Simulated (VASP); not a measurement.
A run of VASP 6.6.1 is set up as follows.

Contents of INCAR:

```
  PREC = Accurate
  ENCUT = 520
  EDIFF = 1E-7
  ISMEAR = 0
  SIGMA = 0.05
  LREAL = False
  LASPH = True
  NELM = 150
  ALGO = Normal
  ISIF = 2
  LWAVE = False
  LCHARG = True
  ISPIN = 2
  MAGMOM = 0 0 0 0 0 0 0 0 0 0 1 0
  LORBIT = 11
  LDIPOL = True
  IDIPOL = 3
  DIPOL = 0.5 0.5 0.489
  GGA = PS
  LELF = True
  LVHAR = True
  LVACPOTAV = True
  NBANDS = 38
```

Contents of KPOINTS:

```
regular mesh
0
Gamma
  9 9 1
```

POSCAR

```
Si10HC
1.0
    3.8248883545      0.0000000000      0.0000000000
   -1.9124441773      3.3124504817      0.0000000000
    0.0000000000      0.0000000000     33.5454325990
Si C H
10 1 1
Direct
    0.3333333333      0.6666666667      0.2533876996
    0.6666666667      0.3333333333      0.2771414802
    0.6666666667      0.3333333333      0.3476524086
    0.3333333333      0.6666666667      0.3714061890
    0.3333333333      0.6666666667      0.4419171174
    0.6666666667      0.3333333333      0.4658553086
    0.6666666667      0.3333333333      0.5364139706
    0.3333333333      0.6666666667      0.5597596031
    0.3333333333      0.6666666667      0.6293427807
    0.6666666667      0.3333333333      0.6653007008
    0.0000000000      0.0000000000      0.6403142734
    0.0000000000      0.0000000000      0.6739942861
```

Potentials or basis: VASP PAW PBE potentials, release 64 (Si, C, H).

Run with:

```sh
$ cat potpaw_PBE.64/Si/POTCAR potpaw_PBE.64/C/POTCAR potpaw_PBE.64/H/POTCAR > POTCAR
$ mpirun -np 1 vasp_std > vasp.out
```

(1) Estimate the largest force.

(2) What does it give for the net moment?

Results:

(1) 0.716 eV/Å.

(2) 0.00 μB per cell.

Caveat: the PAW data sets were made with another functional, which shifts forces and pressure a little.
